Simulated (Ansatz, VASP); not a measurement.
**NaI in VASP and in Ansatz**

File INCAR:

```
PREC = Accurate
ENCUT = 520
EDIFF = 1E-6
ISMEAR = -1
SIGMA = 0.02
LREAL = F
LASPH = T
NELM = 80
ALGO = Normal
ISIF = 2
LWAVE = F
LCHARG = F
GGA = PE
NBANDS = 14
```

The input KPOINTS:

```
Automatic mesh
0
Gamma
  8 8 8
```

The input POSCAR:

```
NaI
1.0
    0.0000000000      3.2364000000      3.2364000000
    3.2364000000      0.0000000000      3.2364000000
    3.2364000000      3.2364000000      0.0000000000
Na I
1 1
Direct
    0.0000000000      0.0000000000      0.0000000000
    0.5000000000      0.5000000000      0.5000000000
```

Input for Ansatz:

```yaml
crystal:
  lattice:
    - [0.0, 3.2364, 3.2364]
    - [3.2364, 0.0, 3.2364]
    - [3.2364, 3.2364, 0.0]
  atoms:
    - { symbol: Na, position: [0.0, 0.0, 0.0] }
    - { symbol: I, position: [0.5, 0.5, 0.5] }
kpoints:
  mp_grid: { grid: [8, 8, 8] }
  band_path:
    path:
      - [0.0, 0.0, 0.0]
      - [0.5, 0.0, 0.5]
      - [0.625, 0.25, 0.625]
      - [0.375, 0.375, 0.75]
      - [0.0, 0.0, 0.0]
      - [0.5, 0.5, 0.5]
      - [0.5, 0.25, 0.75]
      - [0.5, 0.0, 0.5]
    npoints: 5
scf:
  occupations: { method: fermi_dirac, width: 0.02 }
hamiltonian:
  xc: pbe
  pseudopotentials:
    kind: all_electron
    lapw: { basis_error: 0.001 }
    relativity: none
output:
  forces: true
  stress: true
  eigenvalues: true
```

Alike in both runs: task single point; functional PBE; k mesh 8 × 8 × 8; occupations fermi-dirac, width 0.02 eV; no spin polarisation.

```csv
,VASP,Ansatz
version,VASP 6.6.1,Ansatz 0.2.0
potentials or method,"VASP PAW PBE potentials, release 64 (Na_pv, I), cutoff 520 eV","all-electron LAPW, non-relativistic"
```

Ansatz gave:

- gap on the k mesh at the Fermi level (eV): 4.23
- pressure (GPa): 0.7

Q: What did VASP give for the same quantities?

A: gap on the k mesh at the Fermi level (eV): 3.64; pressure (GPa): 0.4.

One of these differences is far larger than is usual between the two programs; its cause wasn't traced. Ansatz ran all-electron here, and VASP with PAW potentials.

Neither program's run includes spin-orbit coupling.
